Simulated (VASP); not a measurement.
Input of a VASP 6.6.1 run:

The input POSCAR:

```
AlN
1.0
    4.4918993382     -0.0113668580     -0.1561517423
    0.0113668580     -4.1577061108     -0.0370458890
    0.1561517423     -0.0370458890     -4.3196909598
Al N
4 4
Direct
   -0.0041522837     -0.0084114002      0.0005235141
    0.5079784592      0.4996549533     -0.0048764201
    0.5058639910     -0.0053373868      0.4996642915
    0.0001993355      0.5007175029      0.5077941885
    0.7504269318      0.7589097275      0.7435698886
    0.2672172664      0.2562776476      0.7713012303
    0.2375098247      0.7454782042      0.2367203588
    0.7349564751      0.2527107515      0.2453029484
```

File INCAR.step1:

```
PREC = Accurate ; ENCUT = 520
ISMEAR = 0 ; SIGMA = 0.05
LREAL = False ; LASPH = True
NELM = 80 ; NBANDS = 26
GGA = PE ; ALGO = Normal
EDIFF = 1E-4 ; LWAVE = True
LCHARG = False
```

File INCAR.step2:

```
PREC = Accurate ; ENCUT = 520
EDIFF = 1E-6 ; ISMEAR = 0
SIGMA = 0.05 ; LREAL = False
LASPH = True ; NELM = 80
ALGO = Normal ; ISIF = 2
LWAVE = False ; LCHARG = False
METAGGA = R2SCAN ; LMIXTAU = True
NBANDS = 26 ; ISTART = 1
```

The input KPOINTS:

```
Automatic mesh
0
Gamma
  6 6 6
```

Potentials or basis: VASP PAW PBE potentials, release 64 (Al, N).

Launch:

```console
$ cat potpaw_PBE.64/Al/POTCAR potpaw_PBE.64/N/POTCAR > POTCAR
$ cp INCAR.step1 INCAR
$ mpirun -np 1 vasp_std > vasp.out
$ cp INCAR.step2 INCAR
$ mpirun -np 1 vasp_std > vasp.out
```

(1) What does it give for the largest force?

(2) Estimate the pressure.

(3) Estimate the band gap on the k mesh.

Answers

(1) 2.552 eV/Å.

(2) 9.0 GPa.

(3) 3.35 eV.

Caveat: the cell differs from its parent crystal (atoms moved at random and the cell strained at random); the cell stands under pressure; the PAW data sets were made with another functional, which shifts forces and pressure a little.
